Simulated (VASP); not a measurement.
# HfSi2 (Cmcm) in VASP: relaxation of cell and atoms with r2SCAN

Aim: the relaxation of cell and atoms of HfSi2 with r2SCAN.

Everything below comes from runs of VASP 6.6.1. Logs are shortened: lines on timing, memory, paths and dates and some standing lists are left out, and cuts for length are marked.

## (1) The cell of the first run

It takes space group Cmcm (No. 63, orthorhombic). Conventional cell: a = 3.647 Å, b = 14.592 Å, c = 3.649 Å, α = 90.00°, β = 90.00°, γ = 90.00°. Hf (site symmetry m2m) has 10 Si at 2.69 to 2.95 Å and 6 Hf at 3.58 to 3.65 Å within 3.7 Å. Within 3.5 Å of Si (site symmetry m2m) lie 8 Si at 2.58 to 3.41 Å and 4 Hf at 2.78 to 2.79 Å. Si (site symmetry m2m) has 2 Si at 2.39 Å and 6 Hf at 2.69 to 2.95 Å within 3.2 Å.

## (2) Relaxation of cell and atoms, r2SCAN

Contents of POSCAR:

```
HfSi2
1.0
    1.8233878400     -7.2959444800      0.0000000000
    1.8233878400      7.2959444800      0.0000000000
    0.0000000000      0.0000000000      3.6486058400
Hf Si
2 4
Direct
    0.8942634500      0.1057365500      0.2500000000
    0.1057365500      0.8942634500      0.7500000000
    0.2502079700      0.7497920300      0.2500000000
    0.7497920300      0.2502079700      0.7500000000
    0.4471721000      0.5528279000      0.7500000000
    0.5528279000      0.4471721000      0.2500000000
```

Contents of INCAR.step1:

```
PREC     = Accurate       # precision mode
ENCUT    = 550            # plane-wave cutoff, eV
ISMEAR   = 0              # smearing method
SIGMA    = 0.1            # smearing width, eV
LREAL    = F              # projectors in reciprocal space
LASPH    = T              # aspherical terms in the spheres
NELM     = 120            # most SCF steps
GGA      = PE             # functional
ALGO     = Normal         # electronic algorithm
EDIFF    = 1E-5           # SCF threshold, eV
LWAVE    = T              # write WAVECAR
LCHARG   = F              # write CHGCAR
GGA_COMPAT= F            
IBRION   = 2              # ionic algorithm
ISIF     = 3              # what is computed and relaxed
EDIFFG   = -0.005         # ionic threshold
NELMIN   = 4            
NSW      = 100            # ionic steps
KPAR     = 4
```

Contents of INCAR.step2:

```
PREC     = Accurate       # precision mode
ENCUT    = 550            # plane-wave cutoff, eV
EDIFF    = 1E-7           # SCF threshold, eV
ISMEAR   = 0              # smearing method
SIGMA    = 0.1            # smearing width, eV
LREAL    = F              # projectors in reciprocal space
LASPH    = T              # aspherical terms in the spheres
NELM     = 120            # most SCF steps
ALGO     = Normal         # electronic algorithm
ISIF     = 3              # what is computed and relaxed
LWAVE    = F              # write WAVECAR
LCHARG   = F              # write CHGCAR
METAGGA  = R2SCAN         # meta-GGA
LMIXTAU  = T            
IBRION   = 2              # ionic algorithm
NSW      = 100            # ionic steps
EDIFFG   = -0.005         # ionic threshold
ISTART   = 1            
GGA_COMPAT= F            
NELMIN   = 4            
KPAR     = 4
```

Contents of KPOINTS:

```
Automatic mesh
0
Gamma
  10 10 10
```

Potentials or basis: VASP PAW PBE potentials, release 64 (Hf_pv, Si).

On the command line:

```console
$ cat potpaw_PBE.64/Hf_pv/POTCAR potpaw_PBE.64/Si/POTCAR > POTCAR
$ cp INCAR.step1 INCAR
$ mpirun -np 4 vasp_std > vasp.out
$ cp INCAR.step2 INCAR
$ mpirun -np 4 vasp_std > vasp.out
```

OUTCAR:

```text
PREC = Accurate
   ENCUT = 550
   EDIFF = 1E-7
   ISMEAR = 0
   LREAL = F
   LASPH = T
   NELM = 120
   ISIF = 3
   METAGGA = R2SCAN
   IBRION = 2
   NSW = 100
   EDIFFG = -0.005
   ISTART = 1
   NELMIN = 4

 ion  position               nearest neighbor table
   1  0.894  0.106  0.250-   5 2.69   5 2.69   5 2.69   5 2.69   3 2.78   3 2.78   4 2.79   4 2.79
                             6 2.95   6 2.95   2 3.58   2 3.58
   2  0.106  0.894  0.750-   6 2.69   6 2.69   6 2.69   6 2.69   4 2.78   4 2.78   3 2.79   3 2.79
                             5 2.95   5 2.95   1 3.58   1 3.58
   3  0.250  0.750  0.250-   4 2.58   4 2.58   4 2.58   4 2.58   1 2.78   1 2.78   2 2.79   2 2.79

   4  0.750  0.250  0.750-   3 2.58   3 2.58   3 2.58   3 2.58   2 2.78   2 2.78   1 2.79   1 2.79

   5  0.447  0.553  0.750-   6 2.39   6 2.39   1 2.69   1 2.69   1 2.69   1 2.69   2 2.95   2 2.95

   6  0.553  0.447  0.250-   5 2.39   5 2.39   2 2.69   2 2.69   2 2.69   2 2.69   1 2.95   1 2.95

  LATTYP: Found a base centered orthorhombic cell.
 ALAT       =     3.6467756800
 B/A-ratio  =     4.0013124580
 C/A-ratio  =     1.0005018570

  Lattice vectors:

 A1 = (   1.8233878400,  -7.2959444800,   0.0000000000)
 A2 = (   1.8233878400,   7.2959444800,   0.0000000000)
 A3 = (   0.0000000000,   0.0000000000,   3.6486058400)

Analysis of symmetry for initial positions (statically):
=====================================================================
 Subroutine PRICEL returns:
 Original cell was already a primitive cell.

 Routine SETGRP: Setting up the symmetry group for a
 base centered orthorhombic supercell.

 Subroutine GETGRP returns: Found  8 space group operations
 (whereof  4 operations were pure point group operations)
 out of a pool of  8 trial point group operations.

The static configuration has the point symmetry C_2h.
 The point group associated with its full space group is D_2h.

Analysis of symmetry for dynamics (positions and initial velocities):
=====================================================================
 Subroutine PRICEL returns:
 Original cell was already a primitive cell.

 Routine SETGRP: Setting up the symmetry group for a
 base centered orthorhombic supercell.

 Subroutine GETGRP returns: Found  8 space group operations
 (whereof  4 operations were pure point group operations)
 out of a pool of  8 trial point group operations.

The dynamic configuration has the point symmetry C_2h.
 The point group associated with its full space group is D_2h.

 Subroutine INISYM returns: Found  8 space group operations
 (whereof  4 operations are pure point group operations),
 and found     1 'primitive' translations

----------------------------------------------------------------------------------------

                                     Primitive cell

  volume of cell :      97.0773

  direct lattice vectors                    reciprocal lattice vectors
     1.823387840 -7.295944480  0.000000000     0.274214837 -0.068531223  0.000000000
     1.823387840  7.295944480  0.000000000     0.274214837  0.068531223  0.000000000
     0.000000000  0.000000000  3.648605840     0.000000000  0.000000000  0.274077290

  length of vectors
     7.520342351  7.520342351  3.648605840     0.282648732  0.282648732  0.274077290

  position of ions in fractional coordinates (direct lattice)
     0.894263450  0.105736550  0.250000000
     0.105736550  0.894263450  0.750000000
     0.250207970  0.749792030  0.250000000
     0.749792030  0.250207970  0.750000000
     0.447172100  0.552827900  0.750000000
     0.552827900  0.447172100  0.250000000

  ion indices of the primitive-cell ions
   primitive index   ion index
                 1           1
                 2           2
                 3           3
                 4           4
                 5           5
                 6           6

----------------------------------------------------------------------------------------

 KPOINTS: Automatic mesh

Automatic generation of k-mesh.
 Grid dimensions read from file:
 generate k-points for:   10   10   10

 Generating k-lattice:

  Cartesian coordinates                     Fractional coordinates (reciprocal lattice)
     0.027421484 -0.006853122  0.000000000     0.100000000 -0.000000000  0.000000000
     0.027421484  0.006853122  0.000000000    -0.000000000  0.100000000  0.000000000
     0.000000000  0.000000000  0.027407729     0.000000000  0.000000000  0.100000000

  Length of vectors
     0.028264873  0.028264873  0.027407729

  Shift w.r.t. Gamma in fractional coordinates (k-lattice)
     0.000000000  0.000000000  0.000000000

 Subroutine IBZKPT returns following result:
 ===========================================

 Found    186 irreducible k-points:

 Following reciprocal coordinates:
            Coordinates               Weight
  0.000000  0.000000  0.000000      1.000000
  0.100000 -0.000000  0.000000      4.000000
  0.200000 -0.000000  0.000000      4.000000
  0.300000  0.000000  0.000000      4.000000
  0.400000  0.000000  0.000000      4.000000
  0.500000 -0.000000  0.000000      2.000000
[... 16 lines left out ...]
  0.300000  0.300000  0.000000      2.000000
  0.400000  0.300000  0.000000      4.000000
 [... further k-points ...]
   k-points           NKPTS =    186   k-points in BZ     NKDIM =    186   number of bands    NBANDS=     22
   number of dos      NEDOS =    301   number of ions     NIONS =      6
   total plane-waves  NPLWV = 100800
   dimension x,y,z NGX =    60 NGY =   60 NGZ =   28
   dimension x,y,z NGXF=   120 NGYF=  120 NGZF=   56
   ions per type =               2   4
   NGX,Y,Z   is equivalent  to a cutoff of  13.26, 13.26, 12.76 a.u.
   NGXF,Y,Z  is equivalent  to a cutoff of  26.53, 26.53, 25.52 a.u.
 SYSTEM =  unknown system
   PREC   = accura    normal or accurate (medium, high low for compatibility)
   ISTART =      1    job   : 0-new  1-cont  2-samecut
   ICHARG =      0    charge: 1-file 2-atom 10-const
   ISPIN  =      1    spin polarized calculation?
   LNONCOLLINEAR =      F non collinear calculations
   LSORBIT =      F    spin-orbit coupling
   LASPH  =      T    aspherical Exc in radial PAW
   ENCUT  =  550.0 eV  40.42 Ry    6.36 a.u.  14.38 14.38  6.98*2*pi/ulx,y,z
   NELM   =    120;   NELMIN=  4; NELMDL=  0     # of ELM steps
   EDIFF  = 0.1E-06   stopping-criterion for ELM
   LREAL  =      F    real-space projection
   EDIFFG = -.5E-02   stopping-criterion for IOM
   NSW    =    100    number of steps for IOM
   IBRION =      2    ionic relax: 0-MD 1-quasi-New 2-CG
   NFREE  =      1    steps in history (QN), initial steepest desc. (CG)
   ISIF   =      3    stress and relaxation
   ISYM   =      2    0-nonsym 1-usesym 2-fastsym
   POTIM  = 0.5000    time-step for ionic-motion
   TEBEG  =    0.0;   TEEND  =   0.0 temperature during run
   PSTRESS=    0.0 pullay stress
   NELECT =      36.0000    total number of electrons
   NUPDOWN=      -1.0000    fix difference up-down
   EMIN   =  10.00;   EMAX   =-10.00  energy-range for DOS
   EFERMI =   0.00;   METHOD = LEGACY
   ISMEAR =     0;   SIGMA  =   0.10  broadening in eV -4-tet -1-fermi 0-gaus
   EFERMI_NEDOS =   21; number of points for ismear=-14 and -15
   IALGO  =     38    algorithm
   IMIX   =      4    mixing-type and parameters
     AMIX     =   0.40;   BMIX     =  1.00
     AMIX_MAG =   1.60;   BMIX_MAG =  1.00
  volume/ion in A,a.u.               =      16.18       109.18
  Fermi-wavevector in a.u.,A,eV,Ry     =   1.176169  2.222638 18.821948  1.383374
  Thomas-Fermi vector in A             =   2.312538
   LORBIT       =      0    0 simple, 1 ext, 2 COOP (PROOUT), +10 PAW based schemes
   METAGGA = R2SCAN    functional components
   LHFCALC =     F    Hartree Fock is set to
   AEXX    =    0.0000 exact exchange contribution
   IVDW    =     0    specifies the selected vdW correction
   LEPSILON=     F    determine dielectric tensor
   LRPA    =     F    only Hartree local field effects (RPA)
 conjugate gradient relaxation of ions
 non-spin polarized calculation
 Gauss-broadening in eV      SIGMA  =   0.10
  energy-cutoff  :      550.00
  volume of cell :       97.08
 maximum number of plane-waves:      2882
 NGX is ok and might be reduce to    60
   NGX = 29   NGY = 29   NGZ = 13

--------------------------------------- Ionic step        1  -------------------------------------------

 number of electron      35.9999997 magnetization

 Free energy of the ion-electron system (eV)
  ---------------------------------------------------
  ext. energy  EPLUGINS =         0.00000000
  ---------------------------------------------------
  free energy    TOTEN  =      -128.75516487 eV

  energy without entropy =     -128.74876185  energy(sigma->0) =     -128.75196336

------------------------ aborting loop because EDIFF is reached ----------------------------------------

  FORCE on cell =-STRESS in cart. coord.  units (eV):
  Direction    XX          YY          ZZ          XY          YZ          ZX
  --------------------------------------------------------------------------------------
  -------------------------------------------------------------------------------------
  Total        0.2160399      0.0087357     -0.3201350      0.0000000     -0.0000000      0.0000000
  in kB        3.5655536      0.1441759     -5.2835543      0.0000000     -0.0000000      0.0000000
  external PRESSURE =      -0.5246082 kB  Pullay stress =       0.0000000 kB
[... 185 lines left out ...]
  energy  without entropy=     -128.7493910322  energy(sigma->0) =     -128.75260190

--------------------------------------- Ionic step        6  -------------------------------------------

 number of electron      35.9999998 magnetization

 Free energy of the ion-electron system (eV)
  ---------------------------------------------------
  ext. energy  EPLUGINS =         0.00000000
  ---------------------------------------------------
  free energy    TOTEN  =      -128.75582997 eV

  energy without entropy =     -128.74941153  energy(sigma->0) =     -128.75262075

 E-fermi :   8.4779     XC(G=0): -12.1682

 val. band max:        8.4776714370   @ k =   0.5000   0.4000   0.3000
 cond. band min:       8.4955659258   @ k =  -0.3000   0.3000   0.5000
 fundamental gap:      0.0178944888
 Fermi energy:         8.4778537620

 k-point     1 :       0.0000    0.0000    0.0000
  band No.  band energies     occupation
      1     -23.5729      2.00000
      2     -23.4674      2.00000
      3     -23.4509      2.00000
      4     -23.4497      2.00000
      5     -23.4216      2.00000
      6     -23.3925      2.00000
[... 574 lines left out ...]
      6     -23.3848      2.00000
[... 14 lines left out ...]
     21       9.4536      0.00000
     22      10.4369      0.00000

 [... further k-points ...]

------------------------ aborting loop because EDIFF is reached ----------------------------------------

  FORCE on cell =-STRESS in cart. coord.  units (eV):
  Direction    XX          YY          ZZ          XY          YZ          ZX
  --------------------------------------------------------------------------------------
  -------------------------------------------------------------------------------------
  Total       -0.0128103     -0.0143060     -0.0070059      0.0000000      0.0000000      0.0000000
  in kB       -0.2114109     -0.2360950     -0.1156190      0.0000000      0.0000000      0.0000000
  external PRESSURE =      -0.1877083 kB  Pullay stress =       0.0000000 kB
[... 21 lines left out ...]
  FREE ENERGIE OF THE ION-ELECTRON SYSTEM (eV)
  ---------------------------------------------------
  free  energy   TOTEN  =      -128.7558299735 eV

  energy  without entropy=     -128.7494115287  energy(sigma->0) =     -128.75262075

 reached required accuracy - stopping structural energy minimisation
```

Wall time 69 min (4 MPI ranks of Oxide Virtual Turin-like, shared host); peak memory 0.62 GiB.

What came out:

* Free energy: -128.7558 eV
* Energy gained by relaxing: 0.1 meV/atom
* Ionic steps: 6
* Pressure after relaxing: 0.0 GPa
* Largest force after relaxing: 0.004 eV/Å
* Band gap on the k mesh: zero (bands 18 and 19 overlap by 1.00 eV)

Forces in eV/Å, atoms in the order of the input:
```
Hf   0.000  0.001  0.000
Hf   0.000 -0.001  0.000
Si   0.000 -0.004  0.000
Si   0.000  0.004  0.000
Si   0.000  0.001  0.000
Si   0.000 -0.001  0.000
```

The path:
```tsv
step	energy change (eV)	largest force (eV/Å)	pressure (GPa)	volume (Å³)
1	0.0000	0.0111	-0.05	97.08
2	-0.0006	0.0175	0.10	97.00
3	-0.0006	0.0173	0.10	97.00
4	-0.0006	0.0091	-0.10	97.14
5	-0.0006	0.0103	-0.04	97.10
6	-0.0007	0.0044	-0.02	97.08
```

Final structure:
```yaml
crystal:
  lattice:
    - [1.82737, -7.29922, 0.00000]
    - [1.82737, 7.29922, 0.00000]
    - [0.00000, 0.00000, 3.63923]
  atoms:
    - { symbol: Hf, position: [0.89420, 0.10580, 0.25000] }
    - { symbol: Hf, position: [0.10580, 0.89420, 0.75000] }
    - { symbol: Si, position: [0.25028, 0.74972, 0.25000] }
    - { symbol: Si, position: [0.74972, 0.25028, 0.75000] }
    - { symbol: Si, position: [0.44707, 0.55293, 0.75000] }
    - { symbol: Si, position: [0.55293, 0.44707, 0.25000] }
```

Levels at points of the mesh, in eV from the Fermi level:
| k point | band 16 | band 17 | band 18 | band 19 | band 20 | band 21 |
| --- | --- | --- | --- | --- | --- | --- |
| (0.00, 0.00, 0.00) | -2.82 | -2.67 | -0.02 | 1.32 | 1.44 | 1.74 |
| (0.50, 0.00, 0.00) | -1.69 | -0.93 | -0.60 | -0.45 | 0.88 | 0.91 |
| (0.50, 0.50, 0.00) | -2.38 | -1.73 | 0.49 | 1.32 | 1.44 | 1.67 |
| (0.00, 0.00, 0.50) | -2.12 | -0.12 | -0.12 | -0.07 | -0.07 | 1.70 |
| (0.50, 0.00, 0.50) | -3.90 | -2.64 | -2.64 | 2.07 | 2.07 | 3.01 |
| (0.50, 0.50, 0.50) | -2.46 | -1.04 | -1.04 | 0.06 | 0.06 | 2.61 |

Caveat: the PAW data sets were made with another functional, which shifts forces and pressure a little; spin-orbit coupling is left out, which moves the levels of the heavy elements.
